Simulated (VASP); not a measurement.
Ag, 1 atom in the cell. Symmetry: Fm-3m, No. 225, cubic system. The conventional cell has a = 4.085 Å, b = 4.085 Å, c = 4.085 Å, α = 90.00°, β = 90.00°, γ = 90.00°. Within 3.8 Å of Ag (site symmetry m-3m) lie 12 Ag at 2.89 Å. 

| Quantity | Value |
| --- | --- |
| Program | VASP 6.6.1 |
| Task | relaxation of cell and atoms |
| Functional | PBE |
| Dispersion | D3(BJ) |
| Potentials or basis | VASP PAW PBE potentials, release 64 (Ag) |
| Cutoff | 600 eV |
| k mesh | 11 × 11 × 11 |
| Occupations | fermi-dirac, width 0.05 eV |
| Spin | no spin polarisation |
| Dipole correction | no |
| Further INCAR settings | ALGO = Normal; EDIFF = 1e-06; IBRION = 2; EDIFFG = -0.01; NSW = 60; ISIF = 3 |

Potentials or basis: VASP PAW PBE potentials, release 64 (Ag).

Launch:

```console
$ cat potpaw_PBE.64/Ag/POTCAR > POTCAR
$ mpirun -np 1 vasp_std > vasp.out
```

Hardware: 1 thread of Intel Xeon 8259CL (shared host).

Q: How long does it take, and how much memory?

A: It took 25 s on 1 thread of Intel Xeon 8259CL (shared host), peak memory 0.16 GiB. Counts: scf iterations 23, k points 56, ion steps 3.
